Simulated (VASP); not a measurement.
# Si29Sn3 (P1) in VASP: single point with PBEsol

Aim: the single point of Si29Sn3 with PBEsol.

Everything below comes from runs of VASP 6.6.1. Logs are shortened: lines on timing, memory, paths and dates and some standing lists are left out, and cuts for length are marked.

## (1) The cell of the first run

The typed cell holds 32 atoms: a = 11.065 Å, b = 11.065 Å, c = 5.532 Å, α = 90.00°, β = 90.00°, γ = 90.00°.

## (2) Single point, PBEsol

File INCAR:

```
  PREC = Accurate
  ENCUT = 520
  EDIFF = 1E-7
  ISMEAR = -1
  SIGMA = 0.05
  LREAL = Auto
  LASPH = True
  NELM = 60
  ALGO = Normal
  ISIF = 2
  LWAVE = False
  LCHARG = True
  GGA = PS
  LELF = True
  LVHAR = True
  NBANDS = 101
```

File KPOINTS:

```
Automatic mesh
0
Gamma
  2 2 2
  0.5 0.5 0.5
```

File POSCAR:

```
Si29Sn3
1.0
   11.0647870000      0.0000000000      0.0000000000
    0.0000000000     11.0647870000      0.0000000000
    0.0000000000      0.0000000000      5.5323940000
Si Sn
29 3
Direct
    0.9935810000      0.9954620000      0.0389700000
    0.9932780000      0.4867880000      0.0036850000
    0.5039500000      0.0065820000      0.0045390000
    0.4934990000      0.4875880000      0.0093320000
    0.1246670000      0.1301510000      0.2522650000
    0.1234550000      0.6294800000      0.2345030000
    0.6169930000      0.1249790000      0.2563080000
    0.2518400000      0.2528090000      0.9826390000
    0.2604060000      0.7488750000      0.0336280000
    0.7428360000      0.2625290000      0.0011510000
    0.7428460000      0.7500840000      0.9995940000
    0.3748890000      0.8746200000      0.2400360000
    0.8728310000      0.3733510000      0.2522800000
    0.8655000000      0.8686400000      0.2630390000
    0.2551750000      0.0115360000      0.5100870000
    0.2431620000      0.5020140000      0.4976750000
    0.7545460000      0.9988430000      0.4974020000
    0.7557060000      0.5123270000      0.4818710000
    0.3685710000      0.1296900000      0.7414020000
    0.3738640000      0.6239280000      0.7515900000
    0.8811280000      0.1255580000      0.7178510000
    0.8724290000      0.6272490000      0.7384950000
    0.0009110000      0.2447650000      0.4806060000
    0.0011280000      0.7384690000      0.4916980000
    0.4922200000      0.2467520000      0.5040380000
    0.1340420000      0.3855360000      0.7361380000
    0.1334320000      0.8812210000      0.7512550000
    0.6234870000      0.3804830000      0.7471690000
    0.6157590000      0.8704540000      0.7586330000
    0.6241140000      0.6271370000      0.2545960000
    0.3761990000      0.3875420000      0.2827900000
    0.5039910000      0.7471280000      0.4942940000
```

Potentials or basis: VASP PAW PBE potentials, release 64 (Si, Sn_d).

Started as:

```console
cat potpaw_PBE.64/Si/POTCAR potpaw_PBE.64/Sn_d/POTCAR > POTCAR
mpirun -np 1 vasp_std > vasp.out
```

OUTCAR:

```text
PREC = Accurate
   ENCUT = 520
   EDIFF = 1E-7
   ISMEAR = -1
   LREAL = Auto
   LASPH = True
   NELM = 60
   ISIF = 2
   GGA = PS

 ion  position               nearest neighbor table
   1  0.994  0.995  0.039-  14 2.35   5 2.39  27 2.55  21 2.60
   2  0.993  0.487  0.004-  13 2.29  26 2.42   6 2.49  22 2.52
   3  0.504  0.007  0.005-   7 2.28  29 2.38  12 2.42  19 2.49
   4  0.493  0.488  0.009-  31 2.28  28 2.36  20 2.46  30 2.51
   5  0.125  0.130  0.252-  23 2.25   1 2.39  15 2.42   8 2.46
   6  0.123  0.629  0.235-   9 2.30  24 2.30  16 2.42   2 2.49
[... 24 lines left out ...]
  31  0.376  0.388  0.283-  16 2.28   4 2.28  25 2.36   8 2.62
  32  0.504  0.747  0.494-  30 2.30  29 2.35  20 2.44  12 2.45

  LATTYP: Found a simple tetragonal cell.
 ALAT       =    11.0647870000
 C/A-ratio  =     0.5000000452

  Lattice vectors:

 A1 = (  11.0647870000,   0.0000000000,   0.0000000000)
 A2 = (   0.0000000000,  11.0647870000,   0.0000000000)
 A3 = (   0.0000000000,   0.0000000000,   5.5323940000)

Analysis of symmetry for initial positions (statically):
=====================================================================
 Subroutine PRICEL returns:
 Original cell was already a primitive cell.

 Routine SETGRP: Setting up the symmetry group for a
 simple tetragonal supercell.

 Subroutine GETGRP returns: Found  1 space group operations
 (whereof  1 operations were pure point group operations)
 out of a pool of 16 trial point group operations.

The static configuration has the point symmetry C_1 .

Analysis of symmetry for dynamics (positions and initial velocities):
=====================================================================
 Subroutine PRICEL returns:
 Original cell was already a primitive cell.

 Routine SETGRP: Setting up the symmetry group for a
 simple tetragonal supercell.

 Subroutine GETGRP returns: Found  1 space group operations
 (whereof  1 operations were pure point group operations)
 out of a pool of 16 trial point group operations.

The dynamic configuration has the point symmetry C_1 .

 Subroutine INISYM returns: Found  1 space group operations
 (whereof  1 operations are pure point group operations),
 and found     1 'primitive' translations

----------------------------------------------------------------------------------------

                                     Primitive cell

  volume of cell :     677.3283

  direct lattice vectors                    reciprocal lattice vectors
    11.064787000  0.000000000  0.000000000     0.090376796  0.000000000  0.000000000
     0.000000000 11.064787000  0.000000000     0.000000000  0.090376796  0.000000000
     0.000000000  0.000000000  5.532394000     0.000000000  0.000000000  0.180753576

  length of vectors
    11.064787000 11.064787000  5.532394000     0.090376796  0.090376796  0.180753576

  position of ions in fractional coordinates (direct lattice)
     0.993581000  0.995462000  0.038970000
     0.993278000  0.486788000  0.003685000
     0.503950000  0.006582000  0.004539000
     0.493499000  0.487588000  0.009332000
     0.124667000  0.130151000  0.252265000
     0.123455000  0.629480000  0.234503000
[... 24 lines left out ...]
     0.376199000  0.387542000  0.282790000
     0.503991000  0.747128000  0.494294000

  ion indices of the primitive-cell ions
   primitive index   ion index
                 1           1
                 2           2
                 3           3
                 4           4
                 5           5
                 6           6
[... 24 lines left out ...]
                31          31
                32          32

----------------------------------------------------------------------------------------

 KPOINTS: Automatic mesh

Automatic generation of k-mesh.
 Grid dimensions read from file:
 generate k-points for:    2    2    2

 Generating k-lattice:

  Cartesian coordinates                     Fractional coordinates (reciprocal lattice)
     0.045188398  0.000000000  0.000000000     0.500000000  0.000000000  0.000000000
     0.000000000  0.045188398  0.000000000     0.000000000  0.500000000  0.000000000
     0.000000000  0.000000000  0.090376788     0.000000000  0.000000000  0.500000000

  Length of vectors
     0.045188398  0.045188398  0.090376788

  Shift w.r.t. Gamma in fractional coordinates (k-lattice)
     0.500000000  0.500000000  0.500000000

 Subroutine IBZKPT returns following result:
 ===========================================

 Found      4 irreducible k-points:

 Following reciprocal coordinates:
            Coordinates               Weight
  0.250000  0.250000  0.250000      2.000000
 -0.250000  0.250000  0.250000      2.000000
 -0.250000 -0.250000  0.250000      2.000000
  0.250000 -0.250000  0.250000      2.000000
   k-points           NKPTS =      4   k-points in BZ     NKDIM =      4   number of bands    NBANDS=    101
   number of dos      NEDOS =    301   number of ions     NIONS =     32
   total plane-waves  NPLWV = 296352
   dimension x,y,z NGX =    84 NGY =   84 NGZ =   42
   dimension x,y,z NGXF=   168 NGYF=  168 NGZF=   84
   ions per type =              29   3
   NGX,Y,Z   is equivalent  to a cutoff of  12.62, 12.62, 12.62 a.u.
   NGXF,Y,Z  is equivalent  to a cutoff of  25.24, 25.24, 25.24 a.u.
 SYSTEM =  unknown system
   PREC   = accura    normal or accurate (medium, high low for compatibility)
   ISTART =      0    job   : 0-new  1-cont  2-samecut
   ICHARG =      2    charge: 1-file 2-atom 10-const
   ISPIN  =      1    spin polarized calculation?
   LNONCOLLINEAR =      F non collinear calculations
   LSORBIT =      F    spin-orbit coupling
   LASPH  =      T    aspherical Exc in radial PAW
   ENCUT  =  520.0 eV  38.22 Ry    6.18 a.u.  20.57 20.57 10.29*2*pi/ulx,y,z
   NELM   =     60;   NELMIN=  2; NELMDL= -5     # of ELM steps
   EDIFF  = 0.1E-06   stopping-criterion for ELM
   LREAL  =      T    real-space projection
   EDIFFG = 0.1E-05   stopping-criterion for IOM
   NSW    =      0    number of steps for IOM
   IBRION =     -1    ionic relax: 0-MD 1-quasi-New 2-CG
   NFREE  =      0    steps in history (QN), initial steepest desc. (CG)
   ISIF   =      2    stress and relaxation
   ISYM   =      2    0-nonsym 1-usesym 2-fastsym
   POTIM  = 0.5000    time-step for ionic-motion
   TEBEG  =    0.0;   TEEND  =   0.0 temperature during run
   PSTRESS=    0.0 pullay stress
   NELECT =     158.0000    total number of electrons
   NUPDOWN=      -1.0000    fix difference up-down
   EMIN   =  10.00;   EMAX   =-10.00  energy-range for DOS
   EFERMI =   0.00;   METHOD = LEGACY
   ISMEAR =    -1;   SIGMA  =   0.05  broadening in eV -4-tet -1-fermi 0-gaus
   EFERMI_NEDOS =   21; number of points for ismear=-14 and -15
   IALGO  =     38    algorithm
   IMIX   =      4    mixing-type and parameters
     AMIX     =   0.40;   BMIX     =  1.00
     AMIX_MAG =   1.60;   BMIX_MAG =  1.00
  volume/ion in A,a.u.               =      21.17       142.84
  Fermi-wavevector in a.u.,A,eV,Ry     =   1.007769  1.904406 13.818041  1.015597
  Thomas-Fermi vector in A             =   2.140594
   LORBIT       =      0    0 simple, 1 ext, 2 COOP (PROOUT), +10 PAW based schemes
   GGA     = PS    functional components
   LHFCALC =     F    Hartree Fock is set to
   AEXX    =    0.0000 exact exchange contribution
   IVDW    =     0    specifies the selected vdW correction
   LEPSILON=     F    determine dielectric tensor
   LRPA    =     F    only Hartree local field effects (RPA)
 non-spin polarized calculation
  energy-cutoff  :      520.00
  volume of cell :      677.33
 maximum number of plane-waves:     18215
 NGX is ok and might be reduce to    84
   NGX = 41   NGY = 41   NGZ = 21

 number of electron     158.0000005 magnetization

 Free energy of the ion-electron system (eV)
  ---------------------------------------------------
  ext. energy  EPLUGINS =         0.00000000
  ---------------------------------------------------
  free energy    TOTEN  =      -171.83664085 eV

  energy without entropy =     -171.83662791  energy(sigma->0) =     -171.83663438

 E-fermi :   6.0648     XC(G=0):  -9.5371

 val. band max:        5.5067192957   @ k =  -0.2500   0.2500   0.2500
 cond. band min:       6.6297859697   @ k =   0.2500  -0.2500   0.2500
 fundamental gap:      1.1230666739
 Fermi energy:         6.0647784634

 k-point     1 :       0.2500    0.2500    0.2500
  band No.  band energies     occupation
      1     -16.6048      2.00000
      2     -16.0546      2.00000
      3     -16.0449      2.00000
      4     -15.7115      2.00000
      5     -15.6974      2.00000
      6     -15.6781      2.00000
[... 83 lines left out ...]
     90       7.9545      0.00000
     91       7.9834      0.00000

 k-point     2 :      -0.2500    0.2500    0.2500
  band No.  band energies     occupation
      1     -16.6048      2.00000
      2     -16.0546      2.00000
      3     -16.0449      2.00000
      4     -15.7115      2.00000
      5     -15.6974      2.00000
      6     -15.6781      2.00000
[... 83 lines left out ...]
     90       8.0028      0.00000
     91       8.0202      0.00000

 k-point     3 :      -0.2500   -0.2500    0.2500
  band No.  band energies     occupation
      1     -16.6048      2.00000
      2     -16.0546      2.00000
      3     -16.0449      2.00000
      4     -15.7115      2.00000
      5     -15.6974      2.00000
      6     -15.6781      2.00000
[... 83 lines left out ...]
     90       7.9018      0.00000
     91       8.0015      0.00000

 k-point     4 :       0.2500   -0.2500    0.2500
  band No.  band energies     occupation
      1     -16.6048      2.00000
      2     -16.0546      2.00000
      3     -16.0449      2.00000
      4     -15.7115      2.00000
      5     -15.6974      2.00000
      6     -15.6781      2.00000
[... 83 lines left out ...]
     90       7.9610      0.00000
     91       8.0590      0.00000
 [bands above 91 left out]

------------------------ aborting loop because EDIFF is reached ----------------------------------------

  FORCE on cell =-STRESS in cart. coord.  units (eV):
  Direction    XX          YY          ZZ          XY          YZ          ZX
  --------------------------------------------------------------------------------------
  -------------------------------------------------------------------------------------
  Total       12.3104842     10.8171874     11.6745499     -1.4050258      2.6498647     -8.2925372
  in kB       29.1196734     25.5873742     27.6154110     -3.3234999      6.2680877    -19.6154734
  external PRESSURE =      27.4408195 kB  Pullay stress =       0.0000000 kB

 VOLUME and BASIS-vectors are now :
 -----------------------------------------------------------------------------
  energy-cutoff  :      520.00
  volume of cell :      677.33
      direct lattice vectors                 reciprocal lattice vectors
    11.064787000  0.000000000  0.000000000     0.090376796  0.000000000  0.000000000
     0.000000000 11.064787000  0.000000000     0.000000000  0.090376796  0.000000000
     0.000000000  0.000000000  5.532394000     0.000000000  0.000000000  0.180753576

 POSITION                                       TOTAL-FORCE (eV/Angst)
 -----------------------------------------------------------------------------------
     10.99376     11.01457      0.21560         0.567910      0.383030     -1.934661
     10.99041      5.38621      0.02039         0.867307      1.578796     -1.085949
      5.57610      0.07283      0.02511        -1.228324     -0.605636     -0.849430
      5.46046      5.39506      0.05163         1.528909      2.127455     -3.494289
      1.37941      1.44009      1.39563         0.721012     -0.680615     -0.935649
      1.36600      6.96506      1.29736        -0.407424     -1.380054      0.223055
[... 24 lines left out ...]
      4.16256      4.28807      1.56451        -0.985923     -2.724844     -1.231019
      5.57655      8.26681      2.73463        -4.185030      3.073606      2.951836
 -----------------------------------------------------------------------------------
    total drift:                                0.005181     -0.019886     -0.013858

  FREE ENERGIE OF THE ION-ELECTRON SYSTEM (eV)
  ---------------------------------------------------
  free  energy   TOTEN  =      -171.8366408481 eV

  energy  without entropy=     -171.8366279146  energy(sigma->0) =     -171.83663438
```

Wall time 6.2 min (1 thread of Intel Xeon Platinum 8259CL at 2.50GHz (Skylake/Cascade Lake), shared host); peak memory 0.68 GiB.

Results:

```yaml
Free_energy: -171.8366 eV
Pressure: 2.7 GPa
Largest_force: 5.973 eV/Å
Band_gap_on_the_k_mesh: 1.12 eV (least direct gap 1.16 eV)
```

Forces in eV/Å, atoms in the order of the input:
```
Si   0.568  0.383 -1.935
Si   0.867  1.579 -1.086
Si  -1.228 -0.606 -0.849
Si   1.529  2.127 -3.494
Si   0.721 -0.681 -0.936
Si  -0.407 -1.380  0.223
Si   1.276  0.548  0.102
Si  -0.933  0.050  0.517
Si  -1.167 -0.226 -2.738
Si   0.362 -1.447 -0.487
Si   1.835  1.309 -1.753
Si   0.036  2.582  0.667
Si  -0.228 -0.293  0.367
Si   0.659 -0.535 -0.400
Si  -0.947 -1.424 -1.445
Si  -1.473  3.598  1.234
Si  -1.524 -0.030  0.510
Si   1.223 -2.852  2.217
Si   1.449 -0.134  1.464
Si  -1.083 -1.153  1.579
Si  -0.531 -0.204  2.487
Si   0.369 -0.326  1.340
Si   0.419  1.714  0.846
Si   0.233  1.685  0.633
Si   2.171 -0.796  1.364
Si  -2.021 -1.895  0.956
Si  -0.793 -0.764  0.809
Si  -0.026 -0.098 -0.557
Si   2.197  2.444  1.142
Sn   1.619 -3.524 -4.498
Sn  -0.986 -2.725 -1.231
Sn  -4.185  3.074  2.952
```

Caveat: the k points lie up to 0.57 Å⁻¹ apart; the PAW data sets were made with another functional, which shifts forces and pressure a little; spin-orbit coupling is left out, which moves the levels of the heavy elements; a shifted mesh leaves out Γ, where band edges can lie.
